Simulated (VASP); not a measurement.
A run of VASP 6.6.1:

File INCAR:

```
SYSTEM = NbC4
PREC = Accurate
ENCUT = 600
EDIFF = 1E-6
ISMEAR = 0
SIGMA = 0.1
LREAL = .FALSE.
LASPH = .TRUE.
NELM = 100
ALGO = Normal
ISIF = 3
LWAVE = .FALSE.
LCHARG = .FALSE.
GGA = PE
IBRION = 2
NSW = 90
EDIFFG = -0.04
```

The input KPOINTS:

```
regular mesh
0
G
  4 4 4
  0 0 0
```

File POSCAR:

```
NbC4
1.0
   -2.6847467900      2.6847467900      2.6847467900
    2.6847467900     -2.6847467900      2.6847467900
    2.6847467900      2.6847467900     -2.6847467900
Nb C
1 4
Direct
    0.0000000000      0.0000000000      0.0000000000
    0.5000000000      0.5000000000      0.5000000000
    0.0000000000      0.0000000000      0.5000000000
    0.0000000000      0.5000000000      0.0000000000
    0.5000000000      0.0000000000      0.0000000000
```

Potentials or basis: VASP PAW PBE potentials, release 64 (Nb_sv, C).

The run is started by

```sh
$ cat potpaw_PBE.64/Nb_sv/POTCAR potpaw_PBE.64/C/POTCAR > POTCAR
$ mpirun -np 1 vasp_std > vasp.out
```

Hardware: 1 thread of Intel(R) Xeon(R) Platinum 8124M CPU @ 3.00GHz (Skylake/Cascade Lake) (shared host).

Question: Estimate the wall time of this run.

Answer: It took 59 s on 1 thread of Intel(R) Xeon(R) Platinum 8124M CPU @ 3.00GHz (Skylake/Cascade Lake), with other jobs on the host, peak memory 0.24 GiB. Counts: scf iterations 39, k points 8, ion steps 3.
